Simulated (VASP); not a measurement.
# CaC4 (P6/mmm) in VASP: single point with PBE

Aim: the single point of CaC4 with PBE.

Program: VASP 6.6.1. These are calculated values, not measurements. Logs are shortened: lines on timing, memory, paths and dates and some standing lists are left out, and cuts for length are marked.

### 1 The cell of the first run

It takes space group P6/mmm (No. 191, hexagonal). The conventional cell has a = 2.602 Å, b = 2.602 Å, c = 7.734 Å, α = 90.00°, β = 90.00°, γ = 120.00°. Ca (site symmetry 6/mmm) has 6 Ca at 2.60 Å and 12 C at 2.64 Å within 3.4 Å. Within 2.0 Å of C (site symmetry 3m) lie 3 C at 1.50 Å.

### 2 Single point, PBE, collinear spin, ferromagnetic start

INCAR reads:

```
PREC = Accurate ; ENCUT = 520
EDIFF = 1E-6 ; ISMEAR = 0
SIGMA = 0.1 ; LREAL = False
LASPH = True ; NELM = 150
ALGO = Normal ; ISIF = 2
LWAVE = False ; LCHARG = False
ISPIN = 2 ; MAGMOM = 0 1 1 1 1
LORBIT = 11 ; GGA = PE
NBANDS = 25
```

KPOINTS reads:

```
Automatic mesh
0
Gamma
  6 6 2
```

POSCAR reads:

```
CaC4
1.0
    2.6015611116      0.0000000000      0.0000000000
   -1.3007805558      2.2530180121      0.0000000000
    0.0000000000      0.0000000000      7.7342532242
Ca C
1 4
Direct
    0.0000000000      0.0000000000      0.0000000000
    0.3333333333      0.6666666667      0.2810622582
    0.3333333333      0.6666666667      0.7189377418
    0.6666666667      0.3333333333      0.2810622582
    0.6666666667      0.3333333333      0.7189377418
```

Potentials or basis: VASP PAW PBE potentials, release 64 (Ca_sv, C).

Run with:

```sh
$ cat potpaw_PBE.64/Ca_sv/POTCAR potpaw_PBE.64/C/POTCAR > POTCAR
$ mpirun -np 1 vasp_std > vasp.out
```

OUTCAR:

```text
PREC = Accurate
   ENCUT = 520
   EDIFF = 1E-6
   ISMEAR = 0
   LREAL = False
   LASPH = True
   NELM = 150
   ISIF = 2
   ISPIN = 2
   LORBIT = 11
   GGA = PE

 ion  position               nearest neighbor table
   1  0.000  0.000  0.000-
   2  0.333  0.667  0.281-   4 1.50   4 1.50   4 1.50
   3  0.333  0.667  0.719-   5 1.50   5 1.50   5 1.50
   4  0.667  0.333  0.281-   2 1.50   2 1.50   2 1.50
   5  0.667  0.333  0.719-   3 1.50   3 1.50   3 1.50

  LATTYP: Found a hexagonal cell.
 ALAT       =     2.6015611116
 C/A-ratio  =     2.9729277508

  Lattice vectors:

 A1 = (   2.6015611116,   0.0000000000,   0.0000000000)
 A2 = (  -1.3007805558,   2.2530180121,   0.0000000000)
 A3 = (   0.0000000000,   0.0000000000,   7.7342532242)

Analysis of symmetry for initial positions (statically):
=====================================================================
 Subroutine PRICEL returns:
 Original cell was already a primitive cell.

 Routine SETGRP: Setting up the symmetry group for a
 hexagonal supercell.

 Subroutine GETGRP returns: Found 24 space group operations
 (whereof 24 operations were pure point group operations)
 out of a pool of 24 trial point group operations.

The static configuration has the point symmetry D_6h.

Analysis of symmetry for dynamics (positions and initial velocities):
=====================================================================
 Subroutine PRICEL returns:
 Original cell was already a primitive cell.

 Routine SETGRP: Setting up the symmetry group for a
 hexagonal supercell.

 Subroutine GETGRP returns: Found 24 space group operations
 (whereof 24 operations were pure point group operations)
 out of a pool of 24 trial point group operations.

The dynamic configuration has the point symmetry D_6h.

Analysis of structural, dynamic, and magnetic symmetry:
=====================================================================
 Subroutine PRICEL returns:
 Original cell was already a primitive cell.

 Routine SETGRP: Setting up the symmetry group for a
 hexagonal supercell.

 Subroutine GETGRP returns: Found 24 space group operations
 (whereof 24 operations were pure point group operations)
 out of a pool of 24 trial point group operations.

The overall configuration has the point symmetry D_6h.

 Subroutine INISYM returns: Found 24 space group operations
 (whereof 24 operations are pure point group operations),
 and found     1 'primitive' translations

----------------------------------------------------------------------------------------

                                     Primitive cell

  volume of cell :      45.3333

  direct lattice vectors                    reciprocal lattice vectors
     2.601561112  0.000000000  0.000000000     0.384384590  0.221924546  0.000000000
    -1.300780556  2.253018012  0.000000000     0.000000000  0.443849092  0.000000000
     0.000000000  0.000000000  7.734253224     0.000000000  0.000000000  0.129294965

  length of vectors
     2.601561112  2.601561112  7.734253224     0.443849092  0.443849092  0.129294965

  position of ions in fractional coordinates (direct lattice)
     0.000000000  0.000000000  0.000000000
     0.333333333  0.666666667  0.281062258
     0.333333333  0.666666667  0.718937742
     0.666666667  0.333333333  0.281062258
     0.666666667  0.333333333  0.718937742

  ion indices of the primitive-cell ions
   primitive index   ion index
                 1           1
                 2           2
                 3           3
                 4           4
                 5           5

----------------------------------------------------------------------------------------

 KPOINTS: Automatic mesh

[... 24 lines left out ...]
  0.000000  0.000000  0.000000      1.000000
  0.166667 -0.000000  0.000000      6.000000
  0.333333 -0.000000  0.000000      6.000000
  0.500000 -0.000000  0.000000      3.000000
  0.166667  0.166667  0.000000      6.000000
  0.333333  0.166667  0.000000     12.000000
  0.333333  0.333333  0.000000      2.000000
  0.000000  0.000000  0.500000      1.000000
  0.166667 -0.000000  0.500000      6.000000
  0.333333 -0.000000  0.500000      6.000000
  0.500000 -0.000000  0.500000      3.000000
  0.166667  0.166667  0.500000      6.000000
  0.333333  0.166667  0.500000     12.000000
  0.333333  0.333333  0.500000      2.000000
   k-points           NKPTS =     14   k-points in BZ     NKDIM =     14   number of bands    NBANDS=     25
   number of dos      NEDOS =    301   number of ions     NIONS =      5
   total plane-waves  NPLWV =  24000
   dimension x,y,z NGX =    20 NGY =   20 NGZ =   60
   dimension x,y,z NGXF=    40 NGYF=   40 NGZF=  120
   ions per type =               1   4
   NGX,Y,Z   is equivalent  to a cutoff of  12.78, 12.78, 12.90 a.u.
   NGXF,Y,Z  is equivalent  to a cutoff of  25.56, 25.56, 25.79 a.u.
 SYSTEM =  unknown system
   PREC   = accura    normal or accurate (medium, high low for compatibility)
   ISTART =      0    job   : 0-new  1-cont  2-samecut
   ICHARG =      2    charge: 1-file 2-atom 10-const
   ISPIN  =      2    spin polarized calculation?
   LNONCOLLINEAR =      F non collinear calculations
   LSORBIT =      F    spin-orbit coupling
   LASPH  =      T    aspherical Exc in radial PAW
   ENCUT  =  520.0 eV  38.22 Ry    6.18 a.u.   4.84  4.84 14.38*2*pi/ulx,y,z
   NELM   =    150;   NELMIN=  2; NELMDL= -5     # of ELM steps
   EDIFF  = 0.1E-05   stopping-criterion for ELM
   LREAL  =      F    real-space projection
   EDIFFG = 0.1E-04   stopping-criterion for IOM
   NSW    =      0    number of steps for IOM
   IBRION =     -1    ionic relax: 0-MD 1-quasi-New 2-CG
   NFREE  =      0    steps in history (QN), initial steepest desc. (CG)
   ISIF   =      2    stress and relaxation
   ISYM   =      2    0-nonsym 1-usesym 2-fastsym
   POTIM  = 0.5000    time-step for ionic-motion
   TEBEG  =    0.0;   TEEND  =   0.0 temperature during run
   PSTRESS=    0.0 pullay stress
   NELECT =      26.0000    total number of electrons
   NUPDOWN=      -1.0000    fix difference up-down
   EMIN   =  10.00;   EMAX   =-10.00  energy-range for DOS
   EFERMI =   0.00;   METHOD = LEGACY
   ISMEAR =     0;   SIGMA  =   0.10  broadening in eV -4-tet -1-fermi 0-gaus
   EFERMI_NEDOS =   21; number of points for ismear=-14 and -15
   IALGO  =     38    algorithm
   IMIX   =      4    mixing-type and parameters
     AMIX     =   0.40;   BMIX     =  1.00
     AMIX_MAG =   1.60;   BMIX_MAG =  1.00
  volume/ion in A,a.u.               =       9.07        61.18
  Fermi-wavevector in a.u.,A,eV,Ry     =   1.360171  2.570351 25.171673  1.850066
  Thomas-Fermi vector in A             =   2.486856
   LORBIT       =     11    0 simple, 1 ext, 2 COOP (PROOUT), +10 PAW based schemes
   GGA     = PE    functional components
   LHFCALC =     F    Hartree Fock is set to
   AEXX    =    0.0000 exact exchange contribution
   IVDW    =     0    specifies the selected vdW correction
   LEPSILON=     F    determine dielectric tensor
   LRPA    =     F    only Hartree local field effects (RPA)
 spin polarized calculation
 Gauss-broadening in eV      SIGMA  =   0.10
  energy-cutoff  :      520.00
  volume of cell :       45.33
 maximum number of plane-waves:      1241
 NGX is ok and might be reduce to    20
   NGX =  9   NGY =  9   NGZ = 29

 number of electron      26.0000000 magnetization       0.8677748

 number of electron      26.0000000 magnetization      -0.0001027

 Free energy of the ion-electron system (eV)
  ---------------------------------------------------
  ext. energy  EPLUGINS =         0.00000000
  ---------------------------------------------------
  free energy    TOTEN  =       -36.10142932 eV

  energy without entropy =      -36.09044005  energy(sigma->0) =      -36.09593468

 E-fermi :   7.6394     XC(G=0): -11.4523

 val. band max:        7.2754010118   @ k =   0.5000  -0.0000   0.5000
 cond. band min:       7.6635292436   @ k =   0.3333   0.1667   0.0000
 fundamental gap:      0.3881282318
 Fermi energy:         7.6394153166

 spin component 1

 k-point     1 :       0.0000    0.0000    0.0000
  band No.  band energies     occupation
      1     -34.0691      1.00000
      2     -15.6870      1.00000
      3     -13.0805      1.00000
      4     -13.0805      1.00000
      5     -12.2148      1.00000
      6     -11.3050      1.00000
[... 381 lines left out ...]
     24      18.8023      0.00000
     25      19.9007      0.00000
 Fermi energy:         7.6394153166

 spin component 2

 k-point     1 :       0.0000    0.0000    0.0000
  band No.  band energies     occupation
      1     -34.0692      1.00000
      2     -15.6870      1.00000
      3     -13.0805      1.00000
      4     -13.0805      1.00000
      5     -12.2148      1.00000
      6     -11.3050      1.00000
[... 381 lines left out ...]
     24      18.8022      0.00000
     25      19.9005      0.00000

------------------------ aborting loop because EDIFF is reached ----------------------------------------

  FORCE on cell =-STRESS in cart. coord.  units (eV):
  Direction    XX          YY          ZZ          XY          YZ          ZX
  --------------------------------------------------------------------------------------
  -------------------------------------------------------------------------------------
  Total        0.2641390      0.2641390      0.1649962      0.0000000      0.0000000     -0.0000000
  in kB        9.3352534      9.3352534      5.8313285      0.0000000      0.0000000     -0.0000000
  external PRESSURE =       8.1672784 kB  Pullay stress =       0.0000000 kB

 VOLUME and BASIS-vectors are now :
 -----------------------------------------------------------------------------
  energy-cutoff  :      520.00
  volume of cell :       45.33
      direct lattice vectors                 reciprocal lattice vectors
     2.601561112  0.000000000  0.000000000     0.384384590  0.221924546  0.000000000
    -1.300780556  2.253018012  0.000000000     0.000000000  0.443849092  0.000000000
     0.000000000  0.000000000  7.734253224     0.000000000  0.000000000  0.129294965

 POSITION                                       TOTAL-FORCE (eV/Angst)
 -----------------------------------------------------------------------------------
      0.00000      0.00000      0.00000        -0.000000     -0.000000      0.000000
     -0.00000      1.50201      2.17381        -0.000000     -0.000000      0.027005
     -0.00000      1.50201      5.56045        -0.000000     -0.000000     -0.027005
      1.30078      0.75101      2.17381         0.000000      0.000000      0.027005
      1.30078      0.75101      5.56045         0.000000      0.000000     -0.027005
 -----------------------------------------------------------------------------------
    total drift:                               -0.000000     -0.000000      0.000000

  FREE ENERGIE OF THE ION-ELECTRON SYSTEM (eV)
  ---------------------------------------------------
  free  energy   TOTEN  =       -36.1014293161 eV

  energy  without entropy=      -36.0904400455  energy(sigma->0) =      -36.09593468

 total charge

# of ion       s       p       d       tot
------------------------------------------
    1        2.066   5.851   0.798   8.715
    2        0.820   1.688   0.000   2.508
    3        0.820   1.688   0.000   2.508
    4        0.820   1.688   0.000   2.508
    5        0.820   1.688   0.000   2.508
--------------------------------------------------
tot          5.345  12.605   0.798  18.747

 magnetization (x)

# of ion       s       p       d       tot
------------------------------------------
    1       -0.000  -0.000  -0.000  -0.000
    2        0.000  -0.000   0.000  -0.000
    3        0.000  -0.000   0.000  -0.000
    4        0.000  -0.000   0.000  -0.000
    5        0.000  -0.000   0.000  -0.000
--------------------------------------------------
tot         -0.000  -0.000  -0.000  -0.000
```

It took 44 s on 1 thread of Intel Xeon Platinum 8375C at 2.90GHz (Ice Lake), shared host; peak memory 0.18 GiB.

Results:

| Quantity | Value |
| --- | --- |
| Free energy | -36.1014 eV |
| Pressure | 0.8 GPa |
| Largest force | 0.027 eV/Å |
| Band gap on the k mesh | zero (filled and empty bands overlap) |
| Net moment | 0.00 μB per cell |
| Valence electrons inside the program's atomic spheres | Ca 8.71; C 2.51 |

Forces in eV/Å, atoms in the order of the input:
```
Ca   0.000  0.000  0.000
C    0.000  0.000  0.027
C    0.000  0.000 -0.027
C    0.000  0.000  0.027
C    0.000  0.000 -0.027
```

Stress tensor (GPa, compression positive):
```
0.93 0.00 0.00
0.00 0.93 0.00
0.00 0.00 0.58
```

Levels at points of the mesh, in eV from the Fermi level:
Spin up:
```tsv
k point	band 11	band 12	band 13	band 14	band 15	band 16
(0.00, 0.00, 0.00)	-4.31	-4.31	-0.97	3.33	3.33	4.57
(0.50, 0.00, 0.00)	-4.65	-4.02	-2.57	0.33	0.43	3.52
(0.00, 0.00, 0.50)	-4.33	-4.33	-0.82	3.34	3.34	5.03
(0.50, 0.00, 0.50)	-5.14	-3.37	-2.41	-0.36	0.98	3.02
```
Spin down:
```csv
k point,band 11,band 12,band 13,band 14,band 15,band 16
"(0.00, 0.00, 0.00)",-4.31,-4.31,-0.97,3.33,3.33,4.57
"(0.50, 0.00, 0.00)",-4.65,-4.02,-2.57,0.33,0.43,3.52
"(0.00, 0.00, 0.50)",-4.33,-4.33,-0.82,3.34,3.34,5.03
"(0.50, 0.00, 0.50)",-5.14,-3.37,-2.41,-0.36,0.98,3.02
```

Caveat: the k points lie up to 0.46 Å⁻¹ apart.
